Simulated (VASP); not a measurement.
# AlGa3N4 (R3m) in VASP: notebook

Runs on AlGa3N4. Level: LDA. Tasks: single point.

Everything below comes from runs of VASP 6.6.1. Logs are shortened: lines on timing, memory, paths and dates and some standing lists are left out, and cuts for length are marked.

**1. The cell of the first run**

Symmetry: R3m, No. 160, trigonal system. Conventional cell: a = 6.667 Å, b = 6.667 Å, c = 7.361 Å, α = 90.00°, β = 90.00°, γ = 120.00°. Al (site symmetry 3m) has 4 N at 1.80 to 1.98 Å within 2.4 Å. Within 2.5 Å of Ga (site symmetry m) lie 4 N at 1.85 to 2.03 Å. Within 2.5 Å of N (site symmetry m) lie 3 Ga at 1.85 to 2.03 Å and 1 Al at 1.98 Å. Within 2.4 Å of N (site symmetry 3m) lie 1 Al at 1.80 Å and 3 Ga at 2.03 Å.

**2. Single point, LDA**

The input, INCAR:

```
ALGO = Normal
EDIFF = 1E-6
ENCUT = 520
GGA = CA
ISIF = 2
ISMEAR = 0
LASPH = T
LCHARG = F
LREAL = F
LWAVE = F
NBANDS = 41
NELM = 60
PREC = Accurate
SIGMA = 0.05
```

The input, KPOINTS:

```
k-points
0
Gamma
  6 6 6
```

The input, POSCAR:

```
AlGa3N4
1.0
    4.5595547306     -0.1549363258     -0.1549363258
   -0.1549363258      4.5595547306     -0.1549363258
   -0.1549363258     -0.1549363258      4.5595547306
Al Ga N
1 3 4
Direct
    0.0000000000      0.0000000000      0.0000000000
    0.5000000000      0.5000000000      0.0000000000
    0.5000000000      0.0000000000      0.5000000000
    0.0000000000      0.5000000000      0.5000000000
    0.7548078379      0.7548078379      0.2451921621
    0.7548078379      0.2451921621      0.7548078379
    0.2451921621      0.7548078379      0.7548078379
    0.2451921621      0.2451921621      0.2451921621
```

Potentials or basis: VASP PAW LDA potentials, release 64 (Al, Ga_d, N).

Started as:

```bash
> cat potpaw_LDA.64/Al/POTCAR potpaw_LDA.64/Ga_d/POTCAR potpaw_LDA.64/N/POTCAR > POTCAR
> mpirun -np 1 vasp_std > vasp.out
```

OUTCAR:

```text
EDIFF = 1E-6
   ENCUT = 520
   GGA = CA
   ISIF = 2
   ISMEAR = 0
   LASPH = T
   LREAL = F
   NELM = 60
   PREC = Accurate

 ion  position               nearest neighbor table
   1  0.000  0.000  0.000-   8 1.80   6 1.98   7 1.98   5 1.98   3 3.12   4 3.12   2 3.12   4 3.12
                             3 3.12   2 3.12
   2  0.500  0.500  0.000-   5 1.85   8 2.03   7 2.03   6 2.03   1 3.12   1 3.12
   3  0.500  0.000  0.500-   6 1.85   8 2.03   7 2.03   5 2.03   1 3.12   1 3.12
   4  0.000  0.500  0.500-   7 1.85   8 2.03   5 2.03   6 2.03   1 3.12   1 3.12
   5  0.755  0.755  0.245-   2 1.85   1 1.98   3 2.03   4 2.03
   6  0.755  0.245  0.755-   3 1.85   1 1.98   2 2.03   4 2.03
   7  0.245  0.755  0.755-   4 1.85   1 1.98   3 2.03   2 2.03
   8  0.245  0.245  0.245-   1 1.80   2 2.03   3 2.03   4 2.03

  LATTYP: Found a trigonal (rhomboedric) cell.
 ALAT       =     4.5648165211
 COS(alpha) =    -0.0666525603

  Lattice vectors:

 A1 = (   4.5595547306,  -0.1549363258,  -0.1549363258)
 A2 = (  -0.1549363258,   4.5595547306,  -0.1549363258)
 A3 = (  -0.1549363258,  -0.1549363258,   4.5595547306)

Analysis of symmetry for initial positions (statically):
=====================================================================
 Subroutine PRICEL returns:
 Original cell was already a primitive cell.

 Routine SETGRP: Setting up the symmetry group for a
 trigonal (rhombohedral) supercell.

 Subroutine GETGRP returns: Found  6 space group operations
 (whereof  6 operations were pure point group operations)
 out of a pool of 12 trial point group operations.

The static configuration has the point symmetry C_3v.

Analysis of symmetry for dynamics (positions and initial velocities):
=====================================================================
 Subroutine PRICEL returns:
 Original cell was already a primitive cell.

 Routine SETGRP: Setting up the symmetry group for a
 trigonal (rhombohedral) supercell.

 Subroutine GETGRP returns: Found  6 space group operations
 (whereof  6 operations were pure point group operations)
 out of a pool of 12 trial point group operations.

The dynamic configuration has the point symmetry C_3v.

 Subroutine INISYM returns: Found  6 space group operations
 (whereof  6 operations are pure point group operations),
 and found     1 'primitive' translations

[... 112 lines left out ...]
   ISIF   =      2    stress and relaxation
   ISYM   =      2    0-nonsym 1-usesym 2-fastsym
   POTIM  = 0.5000    time-step for ionic-motion
   TEBEG  =    0.0;   TEEND  =   0.0 temperature during run
   PSTRESS=    0.0 pullay stress
   NELECT =      62.0000    total number of electrons
   NUPDOWN=      -1.0000    fix difference up-down
   EMIN   =  10.00;   EMAX   =-10.00  energy-range for DOS
   EFERMI =   0.00;   METHOD = LEGACY
   ISMEAR =     0;   SIGMA  =   0.05  broadening in eV -4-tet -1-fermi 0-gaus
   EFERMI_NEDOS =   21; number of points for ismear=-14 and -15
   IALGO  =     38    algorithm
   IMIX   =      4    mixing-type and parameters
     AMIX     =   0.40;   BMIX     =  1.00
     AMIX_MAG =   1.60;   BMIX_MAG =  1.00
  volume/ion in A,a.u.               =      11.81        79.68
  Fermi-wavevector in a.u.,A,eV,Ry     =   1.422755  2.688617 27.541335  2.024231
  Thomas-Fermi vector in A             =   2.543425
   LORBIT       =      0    0 simple, 1 ext, 2 COOP (PROOUT), +10 PAW based schemes
   GGA     = CA    functional components
   LHFCALC =     F    Hartree Fock is set to
   AEXX    =    0.0000 exact exchange contribution
   IVDW    =     0    specifies the selected vdW correction
   LEPSILON=     F    determine dielectric tensor
   LRPA    =     F    only Hartree local field effects (RPA)
 non-spin polarized calculation
 Gauss-broadening in eV      SIGMA  =   0.05
  energy-cutoff  :      520.00
  volume of cell :       94.46
 maximum number of plane-waves:      2574
 NGX is ok and might be reduce to    36
   NGX = 17   NGY = 17   NGZ = 17

 number of electron      62.0000049 magnetization

 Free energy of the ion-electron system (eV)
  ---------------------------------------------------
  ext. energy  EPLUGINS =         0.00000000
  ---------------------------------------------------
  free energy    TOTEN  =       -57.12178664 eV

  energy without entropy =      -57.12178664  energy(sigma->0) =      -57.12178664

 E-fermi :   4.9787     XC(G=0): -11.6440

 val. band max:        4.7715551096   @ k =   0.0000   0.0000   0.0000
 cond. band min:       6.3807902670   @ k =   0.0000   0.0000   0.0000
 fundamental gap:      1.6092351574
 Fermi energy:         4.9787221098

 k-point     1 :       0.0000    0.0000    0.0000
  band No.  band energies     occupation
      1     -10.5960      2.00000
      2      -9.7567      2.00000
      3      -9.7567      2.00000
      4      -9.5379      2.00000
      5      -8.6869      2.00000
      6      -8.6837      2.00000
[... 1045 lines left out ...]
     40      14.1564      0.00000
     41      14.4153      0.00000

 [... further k-points ...]

------------------------ aborting loop because EDIFF is reached ----------------------------------------

  FORCE on cell =-STRESS in cart. coord.  units (eV):
  Direction    XX          YY          ZZ          XY          YZ          ZX
  --------------------------------------------------------------------------------------
  -------------------------------------------------------------------------------------
  Total       -6.5035088     -6.5035088     -6.5035088      7.4330679      7.4330679      7.4330679
  in kB     -110.3144079   -110.3144079   -110.3144079    126.0818598    126.0818598    126.0818598
  external PRESSURE =    -110.3144079 kB  Pullay stress =       0.0000000 kB

 VOLUME and BASIS-vectors are now :
 -----------------------------------------------------------------------------
  energy-cutoff  :      520.00
  volume of cell :       94.46
      direct lattice vectors                 reciprocal lattice vectors
     4.559554731 -0.154936326 -0.154936326     0.219845222  0.007733249  0.007733249
    -0.154936326  4.559554731 -0.154936326     0.007733249  0.219845222  0.007733249
    -0.154936326 -0.154936326  4.559554731     0.007733249  0.007733249  0.219845222

 POSITION                                       TOTAL-FORCE (eV/Angst)
 -----------------------------------------------------------------------------------
      0.00000      0.00000      0.00000        -0.654111     -0.654111     -0.654111
      2.20231      2.20231     -0.15494        -0.674319     -0.674319     -0.587267
      2.20231     -0.15494      2.20231        -0.674319     -0.587267     -0.674319
     -0.15494      2.20231      2.20231        -0.587267     -0.674319     -0.674319
      3.28665      3.28665      0.88407         0.668536      0.668536      0.556557
      3.28665      0.88407      3.28665         0.668536      0.556557      0.668536
      0.88407      3.28665      3.28665         0.556557      0.668536      0.668536
      1.04199      1.04199      1.04199         0.696385      0.696385      0.696385
 -----------------------------------------------------------------------------------
    total drift:                                0.000825      0.000825      0.000825

  FREE ENERGIE OF THE ION-ELECTRON SYSTEM (eV)
  ---------------------------------------------------
  free  energy   TOTEN  =       -57.1217866422 eV

  energy  without entropy=      -57.1217866422  energy(sigma->0) =      -57.12178664
```

OSZICAR:

```text
N       E                     dE             d eps       ncg     rms          rms(c)
DAV:   1     0.615222177145E+03    0.61522E+03   -0.28185E+04  2984   0.250E+03
DAV:   2     0.475758703725E+02   -0.56765E+03   -0.52901E+03  2776   0.623E+02
DAV:   3    -0.582102279195E+02   -0.10579E+03   -0.10255E+03  2968   0.190E+02
DAV:   4    -0.655112514997E+02   -0.73010E+01   -0.72299E+01  3573   0.523E+01
DAV:   5    -0.656898922408E+02   -0.17864E+00   -0.17840E+00  3179   0.801E+00    0.154E+01
DAV:   6    -0.571028092358E+02    0.85871E+01   -0.27747E+01  4764   0.582E+01    0.471E+00
DAV:   7    -0.572534715540E+02   -0.15066E+00   -0.36929E+00  3094   0.105E+01    0.377E+00
DAV:   8    -0.571657329316E+02    0.87739E-01   -0.71561E-01  4304   0.652E+00    0.124E+00
DAV:   9    -0.571206055338E+02    0.45127E-01   -0.18631E-01  4030   0.502E+00    0.490E-01
DAV:  10    -0.571218505490E+02   -0.12450E-02   -0.18301E-02  3079   0.814E-01    0.221E-01
DAV:  11    -0.571218018037E+02    0.48745E-04   -0.26401E-03  3916   0.596E-01    0.346E-02
DAV:  12    -0.571217837834E+02    0.18020E-04   -0.36618E-04  3897   0.229E-01    0.168E-02
DAV:  13    -0.571217865495E+02   -0.27662E-05   -0.41376E-05  3550   0.419E-02    0.846E-03
DAV:  14    -0.571217866422E+02   -0.92688E-07   -0.32937E-06  3063   0.184E-02
   1 F= -.57121787E+02 E0= -.57121787E+02  d E =-.457396E-11
```

Run time: 42 s. Hardware: 1 thread of Intel Xeon 6975P-C (Granite Rapids), shared host; peak memory 0.23 GiB.

What came out:

| Property | Result |
| --- | --- |
| Free energy | -57.1218 eV |
| Pressure | -11.0 GPa |
| Largest force | 1.206 eV/Å |
| Band gap on the k mesh | 1.61 eV, direct |

Forces on the atoms (eV/Å):
```
Al  -0.654 -0.654 -0.654
Ga  -0.674 -0.674 -0.587
Ga  -0.674 -0.587 -0.674
Ga  -0.587 -0.674 -0.674
N    0.669  0.669  0.557
N    0.669  0.557  0.669
N    0.557  0.669  0.669
N    0.696  0.696  0.696
```

Stress tensor (GPa, compression positive):
```
-11.03  12.61  12.61
 12.61 -11.03  12.61
 12.61  12.61 -11.03
```

Caveat: forces of over 1 eV/Å act on the atoms, so gaps and moduli don't describe the material at rest.

**3. Single point, LDA**

The input, INCAR:

```
SYSTEM = AlGa3N4
PREC = Accurate
ENCUT = 520
EDIFF = 1E-7
ISMEAR = 0
SIGMA = 0.05
LREAL = .False.
LASPH = .True.
NELM = 60
ALGO = Normal
ISIF = 2
LWAVE = .False.
LCHARG = .False.
GGA = CA
NBANDS = 41
```

The input, KPOINTS:

```
regular mesh
0
Gamma
  6 6 6
  0 0 0
```

POSCAR, as its differences from that of step 2:

```diff
@@ -2,5 +2,5 @@
 1.0
-    4.5595547306     -0.1549363258     -0.1549363258
-   -0.1549363258      4.5595547306     -0.1549363258
-   -0.1549363258     -0.1549363258      4.5595547306
+    4.5595547306      0.1549363258      0.1549363258
+    0.1549363258      4.5595547306      0.1549363258
+    0.1549363258      0.1549363258      4.5595547306
 Al Ga N
```

Potentials or basis: VASP PAW LDA potentials, release 64 (Al, Ga_d, N).

Started as:

```bash
> cat potpaw_LDA.64/Al/POTCAR potpaw_LDA.64/Ga_d/POTCAR potpaw_LDA.64/N/POTCAR > POTCAR
> mpirun -np 1 vasp_std > vasp.out
```

Wall time 49 s (1 thread of Intel Xeon 6975P-C (Granite Rapids), shared host); peak memory 0.23 GiB.

It converged, with:

```
Free energy            : -57.2505 eV
Pressure               : -11.5 GPa
Largest force          : 0.364 eV/Å
Band gap on the k mesh : 1.56 eV, direct
```

Forces in eV/Å, atoms in the order of the input:
```
Al   0.149  0.149  0.149
Ga   0.142  0.142  0.123
Ga   0.142  0.123  0.142
Ga   0.123  0.142  0.142
N   -0.119 -0.119 -0.108
N   -0.119 -0.108 -0.119
N   -0.108 -0.119 -0.119
N   -0.210 -0.210 -0.210
```

Stress tensor (GPa, compression positive):
```
-11.50 -10.13 -10.13
-10.13 -11.50 -10.13
-10.13 -10.13 -11.50
```

Levels at points of the mesh, in eV from the valence-band top:
| k point | band 27 | band 28 | band 29 | band 30 | band 31 | band 32 | band 33 | band 34 | band 35 | band 36 |
| --- | --- | --- | --- | --- | --- | --- | --- | --- | --- | --- |
| (0.00, 0.00, 0.00) | -2.10 | -2.09 | -0.46 | 0.00 | 0.00 | 1.56 | 3.00 | 3.00 | 3.14 | 6.09 |
| (0.50, 0.00, 0.00) | -2.97 | -1.82 | -1.60 | -1.25 | -0.99 | 4.26 | 4.31 | 5.63 | 5.77 | 7.15 |
| (0.50, 0.50, 0.00) | -2.97 | -1.16 | -1.12 | -0.88 | -0.66 | 5.59 | 5.68 | 5.97 | 6.77 | 7.03 |
| (0.50, 0.50, 0.50) | -1.01 | -1.01 | -0.88 | -0.48 | -0.48 | 3.97 | 3.97 | 4.57 | 5.82 | 8.07 |

As with any semilocal functional, this LDA gap is likely too small.

[end of part 1 of 2]
